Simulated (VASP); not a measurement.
## ZnS (rocksalt type): single point with PBE

Crystal: ZnS (rocksalt type).

```
Zn S
1.0
     0.00000    2.55177    2.55177
     2.55177    0.00000    2.55177
     2.55177    2.55177    0.00000
Zn S
1 1
Direct
  0.00000 0.00000 0.00000
  0.50000 0.50000 0.50000
```

```json
{
 "Program": "VASP 6.6.1",
 "Task": "single point",
 "Functional": "PBE",
 "Potentials or basis": "VASP PAW PBE potentials, release 64 (Zn, S)",
 "Cutoff": "520 eV",
 "k mesh": "15 × 15 × 15",
 "Occupations": "fermi-dirac, width 0.08 eV",
 "Spin": "no spin polarisation"
}
```

- Pressure: 0.2 GPa
- Band gap on the k mesh: zero (bands 9 and 10 overlap by 0.23 eV)

Levels at points of the mesh, in eV from the Fermi level:
| k point | band 5 | band 6 | band 7 | band 8 | band 9 | band 10 | band 11 | band 12 | band 13 | band 14 |
| --- | --- | --- | --- | --- | --- | --- | --- | --- | --- | --- |
| (0.00, 0.00, 0.00) | -6.37 | -6.37 | -0.71 | -0.71 | -0.71 | 1.66 | 8.94 | 8.94 | 8.94 | 11.40 |

Wall time 91 s on 1 thread of Intel Xeon 8259CL, with other jobs on the host, peak memory 0.2 GiB.

Caveat: semilocal functionals underestimate gaps, so a narrow gap can read as zero.
